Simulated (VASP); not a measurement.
# BaNaBiWO6 (F-43m) in VASP: single point with PBE

Aim: the single point of BaNaBiWO6 with PBE.

All numbers are computed with VASP 6.6.1; they aren't measurements. Logs are shortened: lines on timing, memory, paths and dates and some standing lists are left out, and cuts for length are marked.

## Step 1: The cell of the first run

Symmetry: F-43m, No. 216, cubic system. Conventional cell: a = 8.565 Å, b = 8.565 Å, c = 8.565 Å, α = 90.00°, β = 90.00°, γ = 90.00°. Within 4.0 Å of Na (site symmetry -43m) lie 12 O at 3.03 Å and 4 Bi at 3.71 Å and 4 W at 3.71 Å. Ba (site symmetry -43m) has 12 O at 3.03 Å and 4 Bi at 3.71 Å and 4 W at 3.71 Å within 4.0 Å. Bi (site symmetry -43m) has 6 O at 2.33 Å within 3.1 Å. Within 2.6 Å of W (site symmetry -43m) lie 6 O at 1.95 Å. O (site symmetry 2mm) has 1 W at 1.95 Å and 1 Bi at 2.33 Å within 2.6 Å.

## Step 2: Single point, PBE

INCAR reads:

```
SYSTEM = BaNaBiWO6
PREC     = Accurate       ! precision mode
ENCUT    = 1340           ! plane-wave cutoff, eV
EDIFF    = 1E-6           ! SCF threshold, eV
ISMEAR   = 0              ! smearing method
SIGMA    = 0.01           ! smearing width, eV
LREAL    = .FALSE.        ! projectors in reciprocal space
LASPH    = .TRUE.         ! aspherical terms in the spheres
NELM     = 120            ! most SCF steps
ALGO     = Normal         ! electronic algorithm
ISIF     = 2              ! what is computed and relaxed
LWAVE    = .FALSE.        ! write WAVECAR
LCHARG   = .FALSE.        ! write CHGCAR
GGA      = PE             ! functional
NBANDS   = 53             ! bands
GGA_COMPAT= .FALSE.
```

KPOINTS reads:

```
Automatic mesh
0
G
  4 4 4
  0 0 0
```

POSCAR reads:

```
BaNaBiWO6
1.0
    0.0000000000      4.2826080000      4.2826080000
    4.2826080000      0.0000000000      4.2826080000
    4.2826080000      4.2826080000      0.0000000000
Na Ba Bi W O
1 1 1 1 6
Direct
    0.7500000000      0.7500000000      0.7500000000
    0.2500000000      0.2500000000      0.2500000000
    0.0000000000      0.0000000000      0.0000000000
    0.5000000000      0.5000000000      0.5000000000
    0.7279980000      0.2720020000      0.2720020000
    0.2720020000      0.7279980000      0.7279980000
    0.7279980000      0.7279980000      0.2720020000
    0.2720020000      0.2720020000      0.7279980000
    0.2720020000      0.7279980000      0.2720020000
    0.7279980000      0.2720020000      0.7279980000
```

Potentials or basis: VASP PAW PBE potentials, release 64 (Na_sv, Ba_sv, Bi_d, W_sv, O_h).

The run is started by

```
$ cat potpaw_PBE.64/Na_sv/POTCAR potpaw_PBE.64/Ba_sv/POTCAR potpaw_PBE.64/Bi_d/POTCAR potpaw_PBE.64/W_sv/POTCAR potpaw_PBE.64/O_h/POTCAR > POTCAR
$ mpirun -np 1 vasp_std > vasp.out
```

OUTCAR:

```text
SYSTEM = BaNaBiWO6
   PREC = Accurate
   ENCUT = 1340
   EDIFF = 1E-6
   ISMEAR = 0
   LREAL = .FALSE.
   LASPH = .TRUE.
   NELM = 120
   ISIF = 2
   GGA = PE

 ion  position               nearest neighbor table
   1  0.750  0.750  0.750-
   2  0.250  0.250  0.250-   5 3.03   8 3.03   9 3.03   6 3.03   8 3.03  10 3.03   6 3.03   7 3.03
                             9 3.03   5 3.03   7 3.03  10 3.03   4 3.71   3 3.71   3 3.71   4 3.71
   3  0.000  0.000  0.000-   5 2.33   6 2.33   7 2.33   8 2.33   9 2.33  10 2.33   2 3.71   2 3.71
                             2 3.71   2 3.71
   4  0.500  0.500  0.500-   5 1.95   6 1.95   7 1.95   8 1.95   9 1.95  10 1.95   2 3.71   2 3.71
                             2 3.71   2 3.71
   5  0.728  0.272  0.272-   4 1.95   3 2.33   2 3.03   2 3.03
   6  0.272  0.728  0.728-   4 1.95   3 2.33   2 3.03   2 3.03
   7  0.728  0.728  0.272-   4 1.95   3 2.33   2 3.03   2 3.03
   8  0.272  0.272  0.728-   4 1.95   3 2.33   2 3.03   2 3.03
   9  0.272  0.728  0.272-   4 1.95   3 2.33   2 3.03   2 3.03
  10  0.728  0.272  0.728-   4 1.95   3 2.33   2 3.03   2 3.03

  LATTYP: Found a face centered cubic cell.
 ALAT       =     8.5652160000

  Lattice vectors:

 A1 = (   0.0000000000,   4.2826080000,   4.2826080000)
 A2 = (   4.2826080000,   0.0000000000,   4.2826080000)
 A3 = (   4.2826080000,   4.2826080000,   0.0000000000)

Analysis of symmetry for initial positions (statically):
=====================================================================
 Subroutine PRICEL returns:
 Original cell was already a primitive cell.

 Routine SETGRP: Setting up the symmetry group for a
 face centered cubic supercell.

 Subroutine GETGRP returns: Found 24 space group operations
 (whereof 24 operations were pure point group operations)
 out of a pool of 48 trial point group operations.

The static configuration has the point symmetry T_d .

Analysis of symmetry for dynamics (positions and initial velocities):
=====================================================================
 Subroutine PRICEL returns:
 Original cell was already a primitive cell.

 Routine SETGRP: Setting up the symmetry group for a
 face centered cubic supercell.

 Subroutine GETGRP returns: Found 24 space group operations
 (whereof 24 operations were pure point group operations)
 out of a pool of 48 trial point group operations.

The dynamic configuration has the point symmetry T_d .

 Subroutine INISYM returns: Found 24 space group operations
 (whereof 24 operations are pure point group operations),
 and found     1 'primitive' translations

----------------------------------------------------------------------------------------

                                     Primitive cell

  volume of cell :     157.0923

  direct lattice vectors                    reciprocal lattice vectors
     0.000000000  4.282608000  4.282608000    -0.116751288  0.116751288  0.116751288
     4.282608000  0.000000000  4.282608000     0.116751288 -0.116751288  0.116751288
     4.282608000  4.282608000  0.000000000     0.116751288  0.116751288 -0.116751288

  length of vectors
     6.056522316  6.056522316  6.056522316     0.202219163  0.202219163  0.202219163

  position of ions in fractional coordinates (direct lattice)
     0.750000000  0.750000000  0.750000000
     0.250000000  0.250000000  0.250000000
     0.000000000  0.000000000  0.000000000
     0.500000000  0.500000000  0.500000000
     0.727998000  0.272002000  0.272002000
     0.272002000  0.727998000  0.727998000
     0.727998000  0.727998000  0.272002000
     0.272002000  0.272002000  0.727998000
     0.272002000  0.727998000  0.272002000
     0.727998000  0.272002000  0.727998000

  ion indices of the primitive-cell ions
   primitive index   ion index
                 1           1
                 2           2
                 3           3
                 4           4
                 5           5
                 6           6
                 7           7
                 8           8
                 9           9
                10          10

----------------------------------------------------------------------------------------

 KPOINTS: Automatic mesh

Automatic generation of k-mesh.
 Grid dimensions read from file:
 generate k-points for:    4    4    4

 Generating k-lattice:

  Cartesian coordinates                     Fractional coordinates (reciprocal lattice)
    -0.029187822  0.029187822  0.029187822     0.250000000  0.000000000  0.000000000
     0.029187822 -0.029187822  0.029187822     0.000000000  0.250000000  0.000000000
     0.029187822  0.029187822 -0.029187822     0.000000000  0.000000000  0.250000000

  Length of vectors
     0.050554791  0.050554791  0.050554791

  Shift w.r.t. Gamma in fractional coordinates (k-lattice)
     0.000000000  0.000000000  0.000000000

 Subroutine IBZKPT returns following result:
 ===========================================

 Found      8 irreducible k-points:

 Following reciprocal coordinates:
            Coordinates               Weight
  0.000000  0.000000  0.000000      1.000000
  0.250000  0.000000  0.000000      8.000000
  0.500000  0.000000  0.000000      4.000000
  0.250000  0.250000  0.000000      6.000000
  0.500000  0.250000  0.000000     24.000000
 -0.250000  0.250000  0.000000     12.000000
  0.500000  0.500000  0.000000      3.000000
 -0.250000  0.500000  0.250000      6.000000
   k-points           NKPTS =      8   k-points in BZ     NKDIM =      8   number of bands    NBANDS=     53
   number of dos      NEDOS =    301   number of ions     NIONS =     10
   total plane-waves  NPLWV = 373248
   dimension x,y,z NGX =    72 NGY =   72 NGZ =   72
   dimension x,y,z NGXF=   144 NGYF=  144 NGZF=  144
   ions per type =               1   1   1   1   6
   NGX,Y,Z   is equivalent  to a cutoff of  19.76, 19.76, 19.76 a.u.
   NGXF,Y,Z  is equivalent  to a cutoff of  39.53, 39.53, 39.53 a.u.
 SYSTEM =  BaNaBiWO6
   PREC   = accura    normal or accurate (medium, high low for compatibility)
   ISTART =      0    job   : 0-new  1-cont  2-samecut
   ICHARG =      2    charge: 1-file 2-atom 10-const
   ISPIN  =      1    spin polarized calculation?
   LNONCOLLINEAR =      F non collinear calculations
   LSORBIT =      F    spin-orbit coupling
   LASPH  =      T    aspherical Exc in radial PAW
   ENCUT  = 1340.0 eV  98.49 Ry    9.92 a.u.  18.08 18.08 18.08*2*pi/ulx,y,z
   NELM   =    120;   NELMIN=  2; NELMDL= -5     # of ELM steps
   EDIFF  = 0.1E-05   stopping-criterion for ELM
   LREAL  =      F    real-space projection
   EDIFFG = 0.1E-04   stopping-criterion for IOM
   NSW    =      0    number of steps for IOM
   IBRION =     -1    ionic relax: 0-MD 1-quasi-New 2-CG
   NFREE  =      0    steps in history (QN), initial steepest desc. (CG)
   ISIF   =      2    stress and relaxation
   ISYM   =      2    0-nonsym 1-usesym 2-fastsym
   POTIM  = 0.5000    time-step for ionic-motion
   TEBEG  =    0.0;   TEEND  =   0.0 temperature during run
   PSTRESS=    0.0 pullay stress
   NELECT =      84.0000    total number of electrons
   NUPDOWN=      -1.0000    fix difference up-down
   EMIN   =  10.00;   EMAX   =-10.00  energy-range for DOS
   EFERMI =   0.00;   METHOD = LEGACY
   ISMEAR =     0;   SIGMA  =   0.01  broadening in eV -4-tet -1-fermi 0-gaus
   EFERMI_NEDOS =   21; number of points for ismear=-14 and -15
   IALGO  =     38    algorithm
   IMIX   =      4    mixing-type and parameters
     AMIX     =   0.40;   BMIX     =  1.00
     AMIX_MAG =   1.60;   BMIX_MAG =  1.00
  volume/ion in A,a.u.               =      15.71       106.01
  Fermi-wavevector in a.u.,A,eV,Ry     =   1.328769  2.511010 24.022827  1.765628
  Thomas-Fermi vector in A             =   2.457982
   LORBIT       =      0    0 simple, 1 ext, 2 COOP (PROOUT), +10 PAW based schemes
   GGA     = PE    functional components
   LHFCALC =     F    Hartree Fock is set to
   AEXX    =    0.0000 exact exchange contribution
   IVDW    =     0    specifies the selected vdW correction
   LEPSILON=     F    determine dielectric tensor
   LRPA    =     F    only Hartree local field effects (RPA)
 non-spin polarized calculation
 Gauss-broadening in eV      SIGMA  =   0.01
  energy-cutoff  :     1340.00
  volume of cell :      157.09
 maximum number of plane-waves:     17528
   NGX = 37   NGY = 37   NGZ = 37

 number of electron      84.0000000 magnetization

 Free energy of the ion-electron system (eV)
  ---------------------------------------------------
  ext. energy  EPLUGINS =         0.00000000
  ---------------------------------------------------
  free energy    TOTEN  =       -70.21949839 eV

  energy without entropy =      -70.21949839  energy(sigma->0) =      -70.21949839

 E-fermi :   4.2346     XC(G=0):  -9.9461

 val. band max:        4.0355198574   @ k =   0.5000   0.0000   0.0000
 cond. band min:       5.9024447730   @ k =   0.5000   0.0000   0.0000
 fundamental gap:      1.8669249156
 Fermi energy:         4.2346374632

 k-point     1 :       0.0000    0.0000    0.0000
  band No.  band energies     occupation
      1     -71.4241      2.00000
      2     -47.5798      2.00000
      3     -35.5603      2.00000
      4     -35.5603      2.00000
      5     -35.5603      2.00000
      6     -22.6166      2.00000
[... 45 lines left out ...]
     52      11.0822      0.00000
     53      11.0827      0.00000

 k-point     2 :       0.2500    0.0000    0.0000
  band No.  band energies     occupation
      1     -71.4241      2.00000
      2     -47.5798      2.00000
      3     -35.5603      2.00000
      4     -35.5603      2.00000
      5     -35.5603      2.00000
      6     -22.6139      2.00000
[... 45 lines left out ...]
     52      10.6697      0.00000
     53      10.6870      0.00000

 k-point     3 :       0.5000    0.0000    0.0000
  band No.  band energies     occupation
      1     -71.4241      2.00000
      2     -47.5798      2.00000
      3     -35.5604      2.00000
      4     -35.5603      2.00000
      5     -35.5603      2.00000
      6     -22.6113      2.00000
[... 45 lines left out ...]
     52      10.1789      0.00000
     53      10.6864      0.00000

 k-point     4 :       0.2500    0.2500    0.0000
  band No.  band energies     occupation
      1     -71.4241      2.00000
      2     -47.5798      2.00000
      3     -35.5603      2.00000
      4     -35.5603      2.00000
      5     -35.5603      2.00000
      6     -22.6130      2.00000
[... 45 lines left out ...]
     52      10.3004      0.00000
     53      11.0958      0.00000

 k-point     5 :       0.5000    0.2500    0.0000
  band No.  band energies     occupation
      1     -71.4241      2.00000
      2     -47.5798      2.00000
      3     -35.5604      2.00000
      4     -35.5603      2.00000
      5     -35.5603      2.00000
      6     -22.6104      2.00000
[... 45 lines left out ...]
     52      10.1825      0.00000
     53      11.0046      0.00000

 k-point     6 :      -0.2500    0.2500    0.0000
  band No.  band energies     occupation
      1     -71.4241      2.00000
      2     -47.5798      2.00000
      3     -35.5604      2.00000
      4     -35.5603      2.00000
      5     -35.5603      2.00000
      6     -22.6113      2.00000
[... 45 lines left out ...]
     52      10.5136      0.00000
     53      10.7044      0.00000

 k-point     7 :       0.5000    0.5000    0.0000
  band No.  band energies     occupation
      1     -71.4241      2.00000
      2     -47.5798      2.00000
      3     -35.5604      2.00000
      4     -35.5603      2.00000
      5     -35.5603      2.00000
      6     -22.6095      2.00000
[... 45 lines left out ...]
     52      11.1615      0.00000
     53      11.2405      0.00000

 k-point     8 :      -0.2500    0.5000    0.2500
  band No.  band energies     occupation
      1     -71.4241      2.00000
      2     -47.5798      2.00000
      3     -35.5604      2.00000
      4     -35.5603      2.00000
      5     -35.5603      2.00000
      6     -22.6095      2.00000
[... 45 lines left out ...]
     52      10.4959      0.00000
     53      10.9354      0.00000

------------------------ aborting loop because EDIFF is reached ----------------------------------------

  FORCE on cell =-STRESS in cart. coord.  units (eV):
  Direction    XX          YY          ZZ          XY          YZ          ZX
  --------------------------------------------------------------------------------------
  -------------------------------------------------------------------------------------
  Total       -1.7402053     -1.7402053     -1.7402053      0.0000000     -0.0000000      0.0000000
  in kB      -17.7482734    -17.7482734    -17.7482734      0.0000000     -0.0000000      0.0000000
  external PRESSURE =     -17.7482734 kB  Pullay stress =       0.0000000 kB

 VOLUME and BASIS-vectors are now :
 -----------------------------------------------------------------------------
  energy-cutoff  :     1340.00
  volume of cell :      157.09
      direct lattice vectors                 reciprocal lattice vectors
     0.000000000  4.282608000  4.282608000    -0.116751288  0.116751288  0.116751288
     4.282608000  0.000000000  4.282608000     0.116751288 -0.116751288  0.116751288
     4.282608000  4.282608000  0.000000000     0.116751288  0.116751288 -0.116751288

 POSITION                                       TOTAL-FORCE (eV/Angst)
 -----------------------------------------------------------------------------------
      6.42391      6.42391      6.42391         0.000000      0.000000      0.000000
      2.14130      2.14130      2.14130         0.000000      0.000000      0.000000
      0.00000      0.00000      0.00000         0.000000      0.000000      0.000000
      4.28261      4.28261      4.28261         0.000000      0.000000      0.000000
      2.32976      4.28261      4.28261         0.472632      0.000000      0.000000
      6.23546      4.28261      4.28261        -0.472632      0.000000      0.000000
      4.28261      4.28261      6.23546         0.000000      0.000000     -0.472632
      4.28261      4.28261      2.32976         0.000000      0.000000      0.472632
      4.28261      2.32976      4.28261         0.000000      0.472632      0.000000
      4.28261      6.23546      4.28261         0.000000     -0.472632      0.000000
 -----------------------------------------------------------------------------------
    total drift:                                0.000000      0.000000     -0.000000

  FREE ENERGIE OF THE ION-ELECTRON SYSTEM (eV)
  ---------------------------------------------------
  free  energy   TOTEN  =       -70.2194983923 eV

  energy  without entropy=      -70.2194983923  energy(sigma->0) =      -70.21949839
```

It took 8.9 min on 1 thread of AMD EPYC 7R43 (Zen 3), shared host; peak memory 0.87 GiB.

What came out:

| Item | Value |
| --- | --- |
| Free energy | -70.2195 eV |
| Pressure | -1.8 GPa |
| Largest force | 0.473 eV/Å |
| Band gap on the k mesh | 1.87 eV |

Forces in eV/Å, atoms in the order of the input:
```
Na   0.000  0.000  0.000
Ba   0.000  0.000  0.000
Bi   0.000  0.000  0.000
W    0.000  0.000  0.000
O    0.473  0.000  0.000
O   -0.473  0.000  0.000
O    0.000  0.000 -0.473
O    0.000  0.000  0.473
O    0.000  0.473  0.000
O    0.000 -0.473  0.000
```

Caveat: spin-orbit coupling is left out, which moves the levels of the heavy elements.
